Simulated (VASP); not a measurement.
Runs of VASP 6.6.1 on C. The structure is that of space group P6_3/mmc (No. 194), or close to it. The cells are those of the table. 

```csv
task,cell,cutoff (eV),gap on the mesh (eV),pressure (GPa)
single point,"a = 1.611, b = 1.611, c = 4.554 Å, angles 90.0, 90.0, 120.0°, 2 atoms",520,none,(a)
relaxation of cell and atoms,"relaxed to 96 GPa from a = 1.950, b = 1.950, c = 3.159 Å, angles 90.0, 90.0, 120.0°, 2 atoms",600,none,96.0
relaxation of cell and atoms,"relaxed to 96 GPa from a = 1.611, b = 1.611, c = 4.554 Å, angles 90.0, 90.0, 120.0°, 2 atoms",600,none,96.0
single point,"a = 1.611, b = 1.611, c = 4.556 Å, angles 90.0, 90.0, 120.0°, 2 atoms",520,none,96.3
```

Alike in all rows: level PBE; potentials or basis VASP PAW PBE potentials, release 64 (C); no spin polarisation; k mesh 23 × 23 × 13; smearing fermi-dirac 0.1 eV.

Estimate the missing entries.

(a) 95.8.

Caveats: the cell stands under pressure (at least some runs); the cell is relaxed towards a set pressure, so the run minimises the enthalpy, not the energy (at least some runs); a cell axis changed by over 15 % at a fixed basis, so the end point is rough (at least some runs).

A gap of «none» marks levels without a gap at the run's occupations.
